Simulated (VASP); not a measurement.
# AlFe3B in VASP: notebook, part 2 of 3

VASP 6.6.1.

### 4 Single point, PBE, collinear spin, ferromagnetic start

This run uses another cell than the first one, of 11.17 Å³/atom.

The input, INCAR:

```
  ALGO = Fast
  EDIFF = 1E-6
  ENCUT = 520
  GGA = PE
  ISIF = 2
  ISMEAR = -1
  ISPIN = 2
  LASPH = T
  LCHARG = F
  LMAXMIX = 4
  LORBIT = 11
  LREAL = F
  LWAVE = F
  MAGMOM = 3 3 3 0 0
  NBANDS = 27
  NELM = 150
  PREC = Accurate
  SIGMA = 0.05
```

The input, KPOINTS:

```
k-points
0
Gamma
  7 7 7
```

The input, POSCAR:

```
AlFe3B
1.0
    3.8223220000      0.0000000000      0.0000000000
    0.0000000000      3.8223220000      0.0000000000
    0.0000000000      0.0000000000      3.8223220000
Fe Al B
3 1 1
Direct
    0.0000000000      0.0000000000      0.5000000000
    0.0000000000      0.5000000000      0.0000000000
    0.5000000000      0.0000000000      0.0000000000
    0.5000000000      0.5000000000      0.5000000000
    0.0000000000      0.0000000000      0.0000000000
```

Potentials or basis: VASP PAW PBE potentials, release 64 (Fe, Al, B).

Launch:

```sh
$ cat potpaw_PBE.64/Fe/POTCAR potpaw_PBE.64/Al/POTCAR potpaw_PBE.64/B/POTCAR > POTCAR
$ mpirun -np 1 vasp_std > vasp.out
```

OUTCAR:

```text
EDIFF = 1E-6
   ENCUT = 520
   GGA = PE
   ISIF = 2
   ISMEAR = -1
   ISPIN = 2
   LASPH = T
   LORBIT = 11
   LREAL = F
   NELM = 150
   PREC = Accurate

 ion  position               nearest neighbor table
   1  0.000  0.000  0.500-   5 1.91   5 1.91   4 2.70   2 2.70   2 2.70   3 2.70   3 2.70   2 2.70
                             4 2.70   2 2.70   3 2.70   4 2.70   3 2.70   4 2.70
   2  0.000  0.500  0.000-   5 1.91   5 1.91   4 2.70   1 2.70   1 2.70   4 2.70   1 2.70   3 2.70
                             3 2.70   1 2.70   3 2.70   4 2.70   4 2.70   3 2.70
   3  0.500  0.000  0.000-   5 1.91   5 1.91   4 2.70   1 2.70   1 2.70   4 2.70   2 2.70   4 2.70
                             4 2.70   1 2.70   2 2.70   2 2.70   1 2.70   2 2.70
   4  0.500  0.500  0.500-   1 2.70   2 2.70   3 2.70   2 2.70   3 2.70   1 2.70   3 2.70   3 2.70
                             1 2.70   2 2.70   2 2.70   1 2.70
   5  0.000  0.000  0.000-   1 1.91   2 1.91   3 1.91   1 1.91   2 1.91   3 1.91

  LATTYP: Found a simple cubic cell.
 ALAT       =     3.8223220000

  Lattice vectors:

 A1 = (   3.8223220000,   0.0000000000,   0.0000000000)
 A2 = (   0.0000000000,   3.8223220000,   0.0000000000)
 A3 = (   0.0000000000,   0.0000000000,   3.8223220000)

Analysis of symmetry for initial positions (statically):
=====================================================================
 Subroutine PRICEL returns:
 Original cell was already a primitive cell.

 Routine SETGRP: Setting up the symmetry group for a
 simple cubic supercell.

 Subroutine GETGRP returns: Found 48 space group operations
 (whereof 48 operations were pure point group operations)
 out of a pool of 48 trial point group operations.

The static configuration has the point symmetry O_h .

Analysis of symmetry for dynamics (positions and initial velocities):
=====================================================================
 Subroutine PRICEL returns:
 Original cell was already a primitive cell.

 Routine SETGRP: Setting up the symmetry group for a
 simple cubic supercell.

 Subroutine GETGRP returns: Found 48 space group operations
 (whereof 48 operations were pure point group operations)
 out of a pool of 48 trial point group operations.

The dynamic configuration has the point symmetry O_h .

Analysis of structural, dynamic, and magnetic symmetry:
=====================================================================
 Subroutine PRICEL returns:
 Original cell was already a primitive cell.

 Routine SETGRP: Setting up the symmetry group for a
 simple cubic supercell.

 Subroutine GETGRP returns: Found 48 space group operations
 (whereof 48 operations were pure point group operations)
 out of a pool of 48 trial point group operations.

The overall configuration has the point symmetry O_h .

 Subroutine INISYM returns: Found 48 space group operations
 (whereof 48 operations are pure point group operations),
 and found     1 'primitive' translations

----------------------------------------------------------------------------------------

                                     Primitive cell
[... 90 lines left out ...]
   ENCUT  =  520.0 eV  38.22 Ry    6.18 a.u.   7.11  7.11  7.11*2*pi/ulx,y,z
   NELM   =    150;   NELMIN=  2; NELMDL= -5     # of ELM steps
   EDIFF  = 0.1E-05   stopping-criterion for ELM
   LREAL  =      F    real-space projection
   EDIFFG = 0.1E-04   stopping-criterion for IOM
   NSW    =      0    number of steps for IOM
   IBRION =     -1    ionic relax: 0-MD 1-quasi-New 2-CG
   NFREE  =      0    steps in history (QN), initial steepest desc. (CG)
   ISIF   =      2    stress and relaxation
   ISYM   =      2    0-nonsym 1-usesym 2-fastsym
   POTIM  = 0.5000    time-step for ionic-motion
   TEBEG  =    0.0;   TEEND  =   0.0 temperature during run
   PSTRESS=    0.0 pullay stress
   NELECT =      30.0000    total number of electrons
   NUPDOWN=      -1.0000    fix difference up-down
   EMIN   =  10.00;   EMAX   =-10.00  energy-range for DOS
   EFERMI =   0.00;   METHOD = LEGACY
   ISMEAR =    -1;   SIGMA  =   0.05  broadening in eV -4-tet -1-fermi 0-gaus
   EFERMI_NEDOS =   21; number of points for ismear=-14 and -15
   IALGO  =     68    algorithm
   IMIX   =      4    mixing-type and parameters
     AMIX     =   0.40;   BMIX     =  1.00
     AMIX_MAG =   1.60;   BMIX_MAG =  1.00
  volume/ion in A,a.u.               =      11.17        75.37
  Fermi-wavevector in a.u.,A,eV,Ry     =   1.330826  2.514897 24.097253  1.771098
  Thomas-Fermi vector in A             =   2.459884
   LORBIT       =     11    0 simple, 1 ext, 2 COOP (PROOUT), +10 PAW based schemes
   GGA     = PE    functional components
   LHFCALC =     F    Hartree Fock is set to
   AEXX    =    0.0000 exact exchange contribution
   IVDW    =     0    specifies the selected vdW correction
   LEPSILON=     F    determine dielectric tensor
   LRPA    =     F    only Hartree local field effects (RPA)
 spin polarized calculation
 RMM-DIIS sequential band-by-band and
  energy-cutoff  :      520.00
  volume of cell :       55.84
 maximum number of plane-waves:      1514
   NGX = 15   NGY = 15   NGZ = 15

 number of electron      29.9999947 magnetization       4.1109609

 Free energy of the ion-electron system (eV)
  ---------------------------------------------------
  ext. energy  EPLUGINS =         0.00000000
  ---------------------------------------------------
  free energy    TOTEN  =       -35.92500525 eV

  energy without entropy =      -35.89622995  energy(sigma->0) =      -35.91061760

 E-fermi :   6.5834     XC(G=0): -12.2500

 val. band max:        6.5797046677   @ k =   0.4286   0.1429   0.0000
 cond. band min:       6.5959684614   @ k =   0.1429   0.1429   0.0000
 fundamental gap:      0.0162637937
 Fermi energy:         6.5834055589

 spin component 1

 k-point     1 :       0.0000    0.0000    0.0000
  band No.  band energies     occupation
      1      -4.1723      1.00000
      2      -0.0956      1.00000
      3       3.0770      1.00000
      4       3.0770      1.00000
      5       3.0770      1.00000
      6       3.2730      1.00000
[... 589 lines left out ...]
     26      18.3612      0.00000
     27      21.0824      0.00000
 Fermi energy:         6.5834055589

 spin component 2

 k-point     1 :       0.0000    0.0000    0.0000
  band No.  band energies     occupation
      1      -4.2024      1.00000
      2       0.1073      1.00000
      3       4.1433      1.00000
      4       4.1433      1.00000
      5       4.2653      1.00000
      6       4.2653      1.00000
[... 589 lines left out ...]
     26      18.4770      0.00000
     27      20.9815      0.00000

------------------------ aborting loop because EDIFF is reached ----------------------------------------

  FORCE on cell =-STRESS in cart. coord.  units (eV):
  Direction    XX          YY          ZZ          XY          YZ          ZX
  --------------------------------------------------------------------------------------
  -------------------------------------------------------------------------------------
  Total       -0.2884077     -0.2884077     -0.2884077     -0.0000000      0.0000000     -0.0000000
  in kB       -8.2743844     -8.2743844     -8.2743844     -0.0000000      0.0000000     -0.0000000
  external PRESSURE =      -8.2743844 kB  Pullay stress =       0.0000000 kB

 VOLUME and BASIS-vectors are now :
 -----------------------------------------------------------------------------
  energy-cutoff  :      520.00
  volume of cell :       55.84
      direct lattice vectors                 reciprocal lattice vectors
     3.822322000  0.000000000  0.000000000     0.261621077  0.000000000  0.000000000
     0.000000000  3.822322000  0.000000000     0.000000000  0.261621077  0.000000000
     0.000000000  0.000000000  3.822322000     0.000000000  0.000000000  0.261621077

 POSITION                                       TOTAL-FORCE (eV/Angst)
 -----------------------------------------------------------------------------------
      0.00000      0.00000      1.91116         0.000000      0.000000      0.000000
      0.00000      1.91116      0.00000         0.000000      0.000000      0.000000
      1.91116      0.00000      0.00000         0.000000      0.000000      0.000000
      1.91116      1.91116      1.91116         0.000000      0.000000      0.000000
      0.00000      0.00000      0.00000         0.000000      0.000000      0.000000
 -----------------------------------------------------------------------------------
    total drift:                               -0.000000      0.000000     -0.000000

  FREE ENERGIE OF THE ION-ELECTRON SYSTEM (eV)
  ---------------------------------------------------
  free  energy   TOTEN  =       -35.9250052546 eV

  energy  without entropy=      -35.8962299514  energy(sigma->0) =      -35.91061760

 total charge

# of ion       s       p       d       tot
------------------------------------------
    1        0.445   0.604   6.403   7.452
    2        0.445   0.604   6.403   7.452
    3        0.445   0.604   6.403   7.452
    4        0.388   0.351   0.000   0.739
    5        0.812   1.313   0.000   2.125
--------------------------------------------------
tot          2.537   3.475  19.208  25.220

 magnetization (x)

# of ion       s       p       d       tot
------------------------------------------
    1       -0.005  -0.024   1.507   1.478
    2       -0.005  -0.024   1.507   1.478
    3       -0.005  -0.024   1.507   1.478
    4       -0.018  -0.048   0.000  -0.066
    5       -0.020  -0.112   0.000  -0.132
--------------------------------------------------
tot         -0.054  -0.231   4.521   4.237
```

OSZICAR:

```text
N       E                     dE             d eps       ncg     rms          rms(c)
DAV:   1     0.194158499281E+03    0.19416E+03   -0.12808E+04  2160   0.129E+03
DAV:   2    -0.297641753309E+02   -0.22392E+03   -0.20793E+03  2160   0.282E+02
DAV:   3    -0.431612577287E+02   -0.13397E+02   -0.12671E+02  2489   0.867E+01
DAV:   4    -0.434928034046E+02   -0.33155E+00   -0.32948E+00  2526   0.133E+01
DAV:   5    -0.434993283783E+02   -0.65250E-02   -0.65239E-02  2501   0.164E+00    0.298E+01
RMM:   6    -0.403678598598E+02    0.31315E+01   -0.50228E+01  2324   0.724E+01    0.220E+01
RMM:   7    -0.361065039755E+02    0.42614E+01   -0.12819E+01  2171   0.410E+01    0.856E+00
RMM:   8    -0.359541557022E+02    0.15235E+00   -0.56739E-01  2409   0.403E+00    0.215E+00
RMM:   9    -0.359405604899E+02    0.13595E-01   -0.77315E-02  2447   0.183E+00    0.145E+00
RMM:  10    -0.359264573856E+02    0.14103E-01   -0.34270E-02  2334   0.121E+00    0.461E-01
RMM:  11    -0.359253141645E+02    0.11432E-02   -0.66616E-03  2485   0.521E-01    0.158E-01
RMM:  12    -0.359250056165E+02    0.30855E-03   -0.14827E-03  2545   0.236E-01    0.909E-02
RMM:  13    -0.359249897293E+02    0.15887E-04   -0.44501E-04  2588   0.143E-01    0.484E-02
RMM:  14    -0.359250067008E+02   -0.16972E-04   -0.12898E-04  2696   0.674E-02    0.281E-02
RMM:  15    -0.359250048220E+02    0.18788E-05   -0.25181E-05  2501   0.346E-02    0.952E-03
RMM:  16    -0.359250052546E+02   -0.43263E-06   -0.62835E-06  2202   0.147E-02
   1 F= -.35925005E+02 E0= -.35910618E+02  d E =-.287753E-01  mag=     4.1110
```

It took 92 s on 1 thread of Intel Xeon 8259CL, shared host; peak memory 0.2 GiB.

Results:

```yaml
Free_energy: -35.9250 eV
Pressure: -0.8 GPa
Net_moment: 4.11 μB per cell
Site_moments: Fe +1.48; Al -0.07; B -0.13 μB
Valence_electrons_inside_the_program's_atomic_spheres: Fe 7.45; Al 0.74; B 2.12
```

### 5 Single point, PBEsol, collinear spin, ferromagnetic start

This run uses another cell than the first one, of 10.74 Å³/atom.

The input, INCAR:

```
PREC = Accurate
ENCUT = 520
EDIFF = 1E-6
ISMEAR = -1
SIGMA = 0.05
LREAL = F
LASPH = T
NELM = 150
ALGO = Normal
ISIF = 2
LWAVE = F
LCHARG = F
ISPIN = 2
MAGMOM = 3 3 3 0 0
LORBIT = 11
LMAXMIX = 4
GGA = PS
NBANDS = 27
```

The input, KPOINTS:

```
Automatic mesh
0
Gamma
  7 7 7
```

Edit POSCAR of step 4 so:

```diff
@@ -2,5 +2,5 @@
 1.0
-    3.8223220000      0.0000000000      0.0000000000
-    0.0000000000      3.8223220000      0.0000000000
-    0.0000000000      0.0000000000      3.8223220000
+    3.7724690844      0.0000000000      0.0000000000
+    0.0000000000      3.7724690844      0.0000000000
+    0.0000000000      0.0000000000      3.7724690844
 Fe Al B
```

Launch:

```sh
$ cat potpaw_PBE.64/Fe/POTCAR potpaw_PBE.64/Al/POTCAR potpaw_PBE.64/B/POTCAR > POTCAR
$ mpirun -np 1 vasp_std > vasp.out
```

Wall time 2.1 min (1 thread of Intel Xeon 8259CL, shared host); peak memory 0.2 GiB.

Results (log left out):

- Free energy: -38.7472 eV
- Pressure: 0.7 GPa
- Net moment: 4.06 μB per cell
- Site moments: Fe +1.44; Al -0.06; B -0.12 μB
- Valence electrons inside the program's atomic spheres: Fe 7.56; Al 0.75; B 2.17

Levels at points of the mesh, in eV from the Fermi level:
Spin up:
```csv
k point,band 15,band 16,band 17,band 18,band 19,band 20
"(0.00, 0.00, 0.00)",-1.00,-0.19,-0.10,-0.10,-0.10,4.93
```
Spin down:
```tsv
k point	band 11	band 12	band 13	band 14	band 15	band 16
(0.00, 0.00, 0.00)	0.15	0.15	0.15	0.17	0.17	1.32
```

Caveat: the PAW data sets were made with another functional, which shifts forces and pressure a little.

### 6 Single point, PBEsol, collinear spin, ferromagnetic start

This run uses another cell than the first one, of 11.17 Å³/atom.

The input, INCAR:

```
SYSTEM = AlFe3B
PREC = Accurate
ENCUT = 520
EDIFF = 1E-6
ISMEAR = -1
SIGMA = 0.05
LREAL = .FALSE.
LASPH = .TRUE.
NELM = 150
ALGO = Normal
ISIF = 2
LWAVE = .FALSE.
LCHARG = .TRUE.
ISPIN = 2
MAGMOM = 3 3 3 0 0
LORBIT = 11
LMAXMIX = 4
GGA = PS
LELF = .TRUE.
LVHAR = .TRUE.
NBANDS = 27
```

The input, KPOINTS:

```
Automatic mesh
0
G
  7 7 7
  0 0 0
```

Edit POSCAR of step 5 so:

```diff
@@ -2,5 +2,5 @@
 1.0
-    3.7724690844      0.0000000000      0.0000000000
-    0.0000000000      3.7724690844      0.0000000000
-    0.0000000000      0.0000000000      3.7724690844
+    3.8223220000      0.0000000000      0.0000000000
+    0.0000000000      3.8223220000      0.0000000000
+    0.0000000000      0.0000000000      3.8223220000
 Fe Al B
```

Potentials or basis: VASP PAW PBE potentials, release 64 (Fe, Al, B).

Launch:

```sh
$ cat potpaw_PBE.64/Fe/POTCAR potpaw_PBE.64/Al/POTCAR potpaw_PBE.64/B/POTCAR > POTCAR
$ mpirun -np 1 vasp_std > vasp.out
```

Wall time 2.1 min (1 thread of Intel Xeon 8259CL, shared host); peak memory 0.2 GiB.

The run converged. Its results:

```yaml
Free_energy: -38.7027 eV
Pressure: -7.1 GPa
Net_moment: 4.11 μB per cell
Site_moments: Fe +1.47; Al -0.06; B -0.13 μB
Valence_electrons_inside_the_program's_atomic_spheres: Fe 7.46; Al 0.73; B 2.11
```

Levels at points of the mesh, in eV from the Fermi level:
Spin up:
| k point | band 13 | band 14 | band 15 | band 16 | band 17 | band 18 | band 19 | band 20 | band 21 | band 22 |
| --- | --- | --- | --- | --- | --- | --- | --- | --- | --- | --- |
| (0.00, 0.00, 0.00) | -1.58 | -1.02 | -1.02 | -0.28 | -0.19 | -0.19 | -0.19 | 4.54 | 4.79 | 4.79 |
Spin down:
| k point | band 11 | band 12 | band 13 | band 14 | band 15 | band 16 |
| --- | --- | --- | --- | --- | --- | --- |
| (0.00, 0.00, 0.00) | 0.16 | 0.16 | 0.17 | 0.17 | 0.17 | 1.25 |

Caveat: the cell stands under tension; the PAW data sets were made with another functional, which shifts forces and pressure a little.

[end of part 2 of 3]
